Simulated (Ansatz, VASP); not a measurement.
One calculation of ZrS, two programs

Contents of INCAR:

```
SYSTEM = ZrS
ALGO = Normal ; EDIFF = 1E-7
ENCUT = 520 ; GGA = PS
ISIF = 2 ; ISMEAR = 0
LASPH = .TRUE. ; LCHARG = .FALSE.
LREAL = .FALSE. ; LWAVE = .FALSE.
NBANDS = 16 ; NELM = 60
PREC = Accurate ; SIGMA = 0.15
```

The input KPOINTS:

```
k-points
0
G
  16 16 16
  0 0 0
```

POSCAR

```
ZrS
1.0
    0.0000000000      2.6053125000      2.6250000000
    2.6446875000      0.0000000000      2.6250000000
    2.6446875000      2.6053125000      0.0000000000
Zr S
1 1
Direct
    0.0000000000      0.0000000000      0.0000000000
    0.5000000000      0.5000000000      0.5000000000
```

Input for Ansatz:

```yaml
crystal:
  lattice:
    - [0.0, 2.6053125, 2.625]
    - [2.6446875, 0.0, 2.625]
    - [2.6446875, 2.6053125, 0.0]
  atoms:
    - { symbol: Zr, position: [0.0, 0.0, 0.0] }
    - { symbol: S, position: [0.5, 0.5, 0.5] }
basis:
  ecutwfc: 420
kpoints:
  mp_grid: { grid: [16, 16, 16] }
hamiltonian:
  xc: pbesol
scf:
  occupations: { method: gaussian, width: 0.15 }
output:
  forces: true
  stress: true
  eigenvalues: true
  write_density: true
  write_potential: true
  elf: true
  volumetric_format: npy
```

Change from the starting cell: strain +0.0075 x Voigt [1, -1, 0, 0, 0, 0], atoms carried along.

Alike in both runs: task single point; functional PBEsol; k mesh 16 × 16 × 16; occupations gaussian, width 0.15 eV; no spin polarisation.

|  | VASP | Ansatz |
| --- | --- | --- |
| version | VASP 6.6.1 | Ansatz 0.2.0 |
| potentials or method | VASP PAW PBE potentials, release 64 (Zr_sv, S), cutoff 520 eV | scalar-relativistic, plane waves, PAW |
| valence electrons in the cell | 18 | 18 |

Ansatz gave:

```
gap on the k mesh at the Fermi level (eV)                     : none
pressure (GPa)                                                : -6.4
traceless stress, the component that is largest in VASP (GPa) : 1.81
```

Q: Estimate VASP's values.

A: gap on the k mesh at the Fermi level (eV): none; pressure (GPa): -6.2; traceless stress, the component that is largest in VASP (GPa): 1.82.

VASP's potentials were made for PBE, not for PBEsol. A gap of «none» marks a metal or a gap that the smearing closes. With one functional, cell and mesh, what is left measures potentials, basis and numerics.
